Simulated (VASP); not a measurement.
# GaSb (Immm) in VASP: a series of runs, part 3 of 3

VASP 6.6.1.

**6. Single point, LDA (18.60 Å³/atom)**

This run uses another cell than the first one, of 18.60 Å³/atom.

File INCAR:

```
PREC     = Accurate       # precision mode
ENCUT    = 520            # plane-wave cutoff, eV
EDIFF    = 1E-7           # SCF threshold, eV
ISMEAR   = 0              # smearing method
SIGMA    = 0.15           # smearing width, eV
LREAL    = F              # projectors in reciprocal space
LASPH    = T              # aspherical terms in the spheres
NELM     = 100            # most SCF steps
ALGO     = Normal         # electronic algorithm
ISIF     = 2              # what is computed and relaxed
LWAVE    = F              # write WAVECAR
LCHARG   = F              # write CHGCAR
GGA      = CA             # functional
NBANDS   = 16             # bands
```

File KPOINTS:

```
Automatic mesh
0
Gamma
  18 18 18
```

File POSCAR:

```
GaSb
1.0
   -1.4869318418      2.3640644764      2.6457933359
    1.4869318418     -2.3640644764      2.6457933359
    1.4869318418      2.3640644764     -2.6457933359
Ga Sb
1 1
Direct
    0.0000000000      0.0000000000      0.0000000000
    0.5000000000      0.5000000000      0.0000000000
```

Potentials or basis: VASP PAW LDA potentials, release 64 (Ga_d, Sb).

On the command line:

```console
$ cat potpaw_LDA.64/Ga_d/POTCAR potpaw_LDA.64/Sb/POTCAR > POTCAR
$ mpirun -np 1 vasp_std > vasp.out
```

OUTCAR:

```text
PREC = Accurate
   ENCUT = 520
   EDIFF = 1E-7
   ISMEAR = 0
   LREAL = F
   LASPH = T
   NELM = 100
   ISIF = 2
   GGA = CA

 ion  position               nearest neighbor table
   1  0.000  0.000  0.000-   2 2.65   2 2.65   2 2.79   2 2.79   2 2.79   2 2.79
   2  0.500  0.500  0.000-   1 2.65   1 2.65   1 2.79   1 2.79   1 2.79   1 2.79

  LATTYP: Found a body centered orthorhombic cell.
 ALAT       =     2.9738636836
 B/A-ratio  =     1.5898943112
 C/A-ratio  =     1.7793642328

  Lattice vectors:

 A1 = (  -1.4869318418,   2.3640644764,   2.6457933359)
 A2 = (   1.4869318418,  -2.3640644764,   2.6457933359)
 A3 = (   1.4869318418,   2.3640644764,  -2.6457933359)

Analysis of symmetry for initial positions (statically):
=====================================================================
 Subroutine PRICEL returns:
 Original cell was already a primitive cell.

 Routine SETGRP: Setting up the symmetry group for a
 body centered orthorhombic supercell.

 Subroutine GETGRP returns: Found  8 space group operations
 (whereof  8 operations were pure point group operations)
 out of a pool of  8 trial point group operations.

The static configuration has the point symmetry D_2h.

Analysis of symmetry for dynamics (positions and initial velocities):
=====================================================================
 Subroutine PRICEL returns:
 Original cell was already a primitive cell.

 Routine SETGRP: Setting up the symmetry group for a
 body centered orthorhombic supercell.

 Subroutine GETGRP returns: Found  8 space group operations
 (whereof  8 operations were pure point group operations)
 out of a pool of  8 trial point group operations.

The dynamic configuration has the point symmetry D_2h.

 Subroutine INISYM returns: Found  8 space group operations
 (whereof  8 operations are pure point group operations),
[... 112 lines left out ...]
   EFERMI_NEDOS =   21; number of points for ismear=-14 and -15
   IALGO  =     38    algorithm
   IMIX   =      4    mixing-type and parameters
     AMIX     =   0.40;   BMIX     =  1.00
     AMIX_MAG =   1.60;   BMIX_MAG =  1.00
  volume/ion in A,a.u.               =      18.60       125.53
  Fermi-wavevector in a.u.,A,eV,Ry     =   1.285218  2.428710 22.473914  1.651786
  Thomas-Fermi vector in A             =   2.417366
   LORBIT       =      0    0 simple, 1 ext, 2 COOP (PROOUT), +10 PAW based schemes
   GGA     = CA    functional components
   LHFCALC =     F    Hartree Fock is set to
   AEXX    =    0.0000 exact exchange contribution
   IVDW    =     0    specifies the selected vdW correction
   LEPSILON=     F    determine dielectric tensor
   LRPA    =     F    only Hartree local field effects (RPA)
 non-spin polarized calculation
 Gauss-broadening in eV      SIGMA  =   0.15
  energy-cutoff  :      520.00
  volume of cell :       37.20
 maximum number of plane-waves:      1022
 NGX is ok and might be reduce to    30
   NGX = 15   NGY = 15   NGZ = 15

 number of electron      17.9999997 magnetization

 Free energy of the ion-electron system (eV)
  ---------------------------------------------------
  ext. energy  EPLUGINS =         0.00000000
  ---------------------------------------------------
  free energy    TOTEN  =        -8.03911566 eV

  energy without entropy =       -8.03193719  energy(sigma->0) =       -8.03552642

 E-fermi :   9.7633     XC(G=0): -11.6931

 val. band max:        9.7579881992   @ k =  -0.0556   0.1667   0.0556
 cond. band min:       9.7635996972   @ k =   0.5000   0.2778   0.1111
 fundamental gap:      0.0056114980
 Fermi energy:         9.7633488464

 k-point     1 :       0.0000    0.0000    0.0000
  band No.  band energies     occupation
      1      -5.7284      2.00000
      2      -5.6205      2.00000
      3      -5.6107      2.00000
      4      -5.5652      2.00000
      5      -5.5148      2.00000
      6      -4.4201      2.00000
[... 433 lines left out ...]
      3      -5.6078      2.00000
      4      -5.5726      2.00000
      5      -5.5144      2.00000
      6      -3.6223      2.00000
[... 8 lines left out ...]
     15      19.7783      0.00000
     16      20.4500      0.00000

 [... further k-points ...]

------------------------ aborting loop because EDIFF is reached ----------------------------------------

  FORCE on cell =-STRESS in cart. coord.  units (eV):
  Direction    XX          YY          ZZ          XY          YZ          ZX
  --------------------------------------------------------------------------------------
  -------------------------------------------------------------------------------------
  Total        4.0911492      4.2470425      4.1151689     -0.0000000      0.0000000      0.0000000
  in kB      176.1933891    182.9072422    177.2278469     -0.0000000      0.0000000      0.0000000
  external PRESSURE =     178.7761594 kB  Pullay stress =       0.0000000 kB

 VOLUME and BASIS-vectors are now :
 -----------------------------------------------------------------------------
  energy-cutoff  :      520.00
  volume of cell :       37.20
      direct lattice vectors                 reciprocal lattice vectors
    -1.486931842  2.364064476  2.645793336     0.000000000  0.211500154  0.188979235
     1.486931842 -2.364064476  2.645793336     0.336262891  0.000000000  0.188979235
     1.486931842  2.364064476 -2.645793336     0.336262891  0.211500154  0.000000000

 POSITION                                       TOTAL-FORCE (eV/Angst)
 -----------------------------------------------------------------------------------
      0.00000      0.00000      0.00000         0.000000      0.000000     -0.000000
      0.00000      0.00000      2.64579         0.000000     -0.000000      0.000000
 -----------------------------------------------------------------------------------
    total drift:                                0.000000      0.000000      0.000000

  FREE ENERGIE OF THE ION-ELECTRON SYSTEM (eV)
  ---------------------------------------------------
  free  energy   TOTEN  =        -8.0391156605 eV

  energy  without entropy=       -8.0319371892  energy(sigma->0) =       -8.03552642
```

stdout:

```text
POSCAR found type information on POSCAR GaSb
 POSCAR found :  2 types and       2 ions
 scaLAPACK will be used
 LDA part: xc-table for (Slater(with rela. corr.)+CA(PZ))
 , standard interpolation
 POSCAR, INCAR and KPOINTS ok, starting setup
 FFT: planning ... GRIDC
 FFT: planning ... GRID_SOFT
 FFT: planning ... GRID
 WAVECAR not read
 entering main loop
```

Wall time 4.9 min (1 thread of Intel Xeon 6975P-C (Granite Rapids), shared host); peak memory 0.6 GiB.

Results:

* Free energy: -8.0391 eV
* Pressure: 17.9 GPa
* Band gap on the k mesh: zero (bands 9 and 10 overlap by 7.55 eV)

Levels at points of the mesh, in eV from the Fermi level:
| k point | band 6 | band 7 | band 8 | band 9 | band 10 | band 11 | band 12 | band 13 |
| --- | --- | --- | --- | --- | --- | --- | --- | --- |
| (0.00, 0.00, 0.00) | -14.18 | -2.78 | -1.95 | -1.74 | 3.20 | 5.76 | 7.16 | 8.64 |
| (0.50, 0.00, 0.00) | -12.00 | -9.83 | -0.03 | 1.43 | 3.64 | 3.89 | 4.95 | 6.78 |
| (0.00, 0.50, 0.00) | -9.14 | -7.72 | -1.92 | -0.69 | -0.50 | 0.46 | 3.64 | 3.97 |
| (0.50, 0.50, 0.00) | -8.85 | -6.81 | -3.07 | -2.87 | -2.73 | 2.65 | 5.01 | 8.65 |
| (0.50, 0.50, 0.50) | -10.10 | -6.89 | -6.38 | -6.28 | 2.41 | 6.53 | 12.49 | 12.68 |

Caveat: the cell stands under pressure; spin-orbit coupling is left out, which moves the levels of the heavy elements.

**7. Summary**

| cell | gap on the mesh (eV) | pressure (GPa) |
| --- | --- | --- |
| a = 4.141 Å, angles 137.7, 103.2, 91.9°, 2 atoms | none | 0.6 |
| a = 4.109 Å, angles 132.3, 104.9, 94.0°, 2 atoms | none | -2.8 |
| a = 4.159 Å, angles 131.2, 105.3, 94.5°, 2 atoms | none | -4.9 |
| a = 3.907 Å, angles 137.7, 103.2, 91.9°, 2 atoms | none | 18.6 |
| a = 3.847 Å, angles 134.5, 104.2, 93.1°, 2 atoms | none | 17.9 |

Alike in all rows: task single point; level LDA; potentials or basis VASP PAW LDA potentials, release 64 (Ga_d, Sb); no spin polarisation; k mesh 18 × 18 × 18; cutoff (eV) 520; smearing gaussian 0.15 eV.

Caveats: spin-orbit coupling is left out, which moves the levels of the heavy elements; the stress differs along the axes, from -3 to 4 GPa (at least some runs); the cell stands under tension (at least some runs); the stress differs along the axes, from 11 to 25 GPa (at least some runs); the cell stands under pressure (at least some runs).

Total energies depend on the potentials used, so only differences within one code and one set of settings carry meaning.
